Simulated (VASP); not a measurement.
Write the native input for VASP 6.6.1 that does the following.

```
Task                   : single point
Functional             : revPBE
Potentials or basis    : VASP PAW PBE potentials, release 64 (C)
Cutoff                 : 600 eV
k mesh                 : 16 × 16 × 16
Occupations            : fermi-dirac, width 0.1 eV
Spin                   : no spin polarisation
Dipole correction      : no
Further INCAR settings : ALGO = Normal; EDIFF = 1e-06; NBANDS = 8
```

The structure of C lies in POSCAR:

```
C
1.0
    1.7754917654      0.0000000000      0.0000000000
    0.0000000000      1.7754917654      0.0000000000
    0.0000000000      0.0000000000      1.7754917654
C
1
Direct
    0.0000000000      0.0000000000      0.0000000000
```

One way to write it, as run:

INCAR

```
SYSTEM = C
ALGO = Normal ; EDIFF = 1E-6
ENCUT = 600 ; GGA = RE
GGA_COMPAT = .False. ; ISIF = 2
ISMEAR = -1 ; LASPH = .True.
LCHARG = .True. ; LELF = .True.
LREAL = .False. ; LVHAR = .True.
LWAVE = .False. ; NBANDS = 8
NELM = 120 ; PREC = Accurate
SIGMA = 0.1
```

KPOINTS

```
k-points
0
Gamma
  16 16 16
  0 0 0
```

Potentials or basis: VASP PAW PBE potentials, release 64 (C).

Run with:

```sh
$ cat potpaw_PBE.64/C/POTCAR > POTCAR
$ mpirun -np 1 vasp_std > vasp.out
```

It gave:

```
Pressure               : -0.3 GPa
Band gap on the k mesh : zero (bands 2 and 3 overlap by 12.23 eV)
```

Caveat: the PAW data sets were made with another functional, which shifts forces and pressure a little.

It took 3.7 s on 1 thread of Intel(R) Xeon(R) Platinum 8259CL CPU @ 2.50GHz (Skylake/Cascade Lake), with other jobs on the host, peak memory 0.11 GiB.
